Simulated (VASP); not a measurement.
Runs of VASP 6.6.1 on NaHF2. The structure is that of space group R-3m (No. 166), or close to it. The cells are those of the table. 

```tsv
task	cell	gap on the mesh (eV)	pressure (GPa)	largest force (eV/Å)
electric field gradients	a = 4.947 Å, angles 40.0°, 4 atoms	6.55	-4.4	1.96
single point	a = 5.016 Å, angles 40.0°, 4 atoms	(d)	-6.3	2.07
electric field gradients	a = 5.050 Å, angles 40.0°, 4 atoms	6.32	-7.0	2.12
single point	a = 5.083 Å, angles 40.0°, 4 atoms	(a)	-7.7	2.17
single point	a = 5.050 Å, angles 40.0°, 4 atoms	6.32	-7.0	2.12
electric field gradients	a = 5.033 Å, angles 40.0°, 4 atoms	(c)	-6.7	2.10
single point	a = 4.982 Å, angles 40.0°, 4 atoms	6.47	(b)	2.02
single point	a = 5.116 Å, angles 40.0°, 4 atoms	6.18	-8.3	2.22
```

Alike in all rows: level LDA; potentials or basis VASP PAW LDA potentials, release 64 (Na_pv, H, F); no spin polarisation; k mesh 10 × 10 × 10; cutoff (eV) 520; smearing fermi-dirac 0.02 eV.

Task: Fill in the values left out.

Result: (a) 6.25; (b) -5.4; (c) 6.36; (d) 6.39.

Caveats: forces of over 1 eV/Å act on the atoms, so gaps and moduli don't describe the material at rest; the stress differs along the axes, from -17 to -1 GPa (at least some runs); the stress differs along the axes, from -18 to -2 GPa (at least some runs); the stress differs along the axes, from -14 to 0 GPa (at least some runs); the stress differs along the axes, from -19 to -2 GPa (at least some runs); the stress differs along the axes, from -15 to -0 GPa (at least some runs); the stress differs along the axes, from -20 to -3 GPa (at least some runs).

A k mesh can miss the band edges.
